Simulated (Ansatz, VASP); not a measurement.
**Zr: VASP beside Ansatz**

INCAR

```
PREC = Accurate
ENCUT = 520
EDIFF = 1E-7
ISMEAR = 1
SIGMA = 0.6
LREAL = False
LASPH = True
NELM = 80
ALGO = Normal
ISIF = 2
LWAVE = False
LCHARG = False
NBANDS = 19
```

The input KPOINTS:

```
Automatic mesh
0
Gamma
  12 12 6
```

Contents of POSCAR:

```
Zr
1.0
    3.1439658570      0.0000000000      0.0000000000
   -1.5719829285      2.7227543008      0.0000000000
    0.0000000000      0.0000000000      5.0894642375
Zr
2
Direct
    0.3333333333      0.6666666667      0.2500000000
    0.6666666667      0.3333333333      0.7500000000
```

Input for Ansatz:

```yaml
crystal:
  lattice:
    - [3.143965857, 0.0, 0.0]
    - [-1.5719829285, 2.7227543008, 0.0]
    - [0.0, 0.0, 5.0894642375]
  atoms:
    - { symbol: Zr, position: [0.3333333333, 0.6666666667, 0.25] }
    - { symbol: Zr, position: [0.6666666667, 0.3333333333, 0.75] }
hamiltonian:
  xc: lda
  pseudopotentials:
    kind: paw
    azcp:
      Zr: "pseudopotentials/Zr.paw.azcp"
basis:
  ecutwfc: 420
  fft_grid_basis: typed
kpoints:
  mp_grid: { grid: [12, 12, 6], shift: [0, 0, 0] }
magnetization:
  spin_polarized: false
scf:
  occupations: { method: cold, width: 0.6 }
  lower_state_search: "off"
output:
  stress: true
```

Alike in both runs: task single point; functional LDA; k mesh 12 × 12 × 6; no spin polarisation.

|  | VASP | Ansatz |
| --- | --- | --- |
| version | VASP 6.6.1 | Ansatz 0.2.0 |
| potentials or method | VASP PAW LDA potentials, release 64 (Zr_sv), cutoff 520 eV | plane waves (420 eV) with PAW, scalar-relativistic |
| occupations | methfessel-paxton of order 1, width 0.6 eV | cold, width 0.6 eV |
| valence electrons in the cell | 24 | 24 |

|  | VASP | Ansatz | Ansatz less VASP |
| --- | --- | --- | --- |
| pressure (GPa) | -0.2 | -0.3 | -0.16 |
| traceless stress, the component that is largest in VASP (GPa) | 0.21 | 0.29 | +0.081 |

Ansatz warns that its potentials were made for another functional, while VASP's fit it. LDA's correlation is that of Perdew and Zunger in VASP and of Perdew and Wang (1992) in Ansatz.
